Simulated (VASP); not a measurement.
Runs of VASP 6.6.1 on BaO. The structure is that of space group Fm-3m (No. 225), or close to it. The cells are those of the table. 

| level | cell | k mesh | cutoff (eV) | gap on the mesh (eV) | pressure (GPa) |
| --- | --- | --- | --- | --- | --- |
| r2SCAN | a = 3.867 Å, angles 60.0°, 2 atoms | 8 × 8 × 8 | 660 | 2.17 | 5.3 |
| PBE | a = 3.941 Å, angles 60.0°, 2 atoms | 6 × 6 × 6 | 600 | (b) | 1.5 |
| r2SCAN | a = 3.931 Å, angles 60.0°, 2 atoms | 8 × 8 × 8 | 660 | (c) | 0.9 |
| r2SCAN | a = 3.946 Å, angles 60.0°, 2 atoms | 8 × 8 × 8 | 660 | (a) | 0.0 |
| PBE | a = 3.921 Å, angles 60.0°, 2 atoms | 6 × 6 × 6 | 600 | 1.99 | 2.7 |

Alike in all rows: task single point; potentials or basis VASP PAW PBE potentials, release 64 (Ba_sv, O); no spin polarisation; smearing gaussian 0.05 eV.

Task: Estimate the missing entries.

Result: (a) 2.38; (b) 2.04; (c) 2.35.

Caveats: spin-orbit coupling is left out, which moves the levels of the heavy elements; the PAW data sets were made with another functional, which shifts forces and pressure a little (some runs).

A k mesh can miss the band edges, and the runs leave out spin-orbit coupling on Ba.
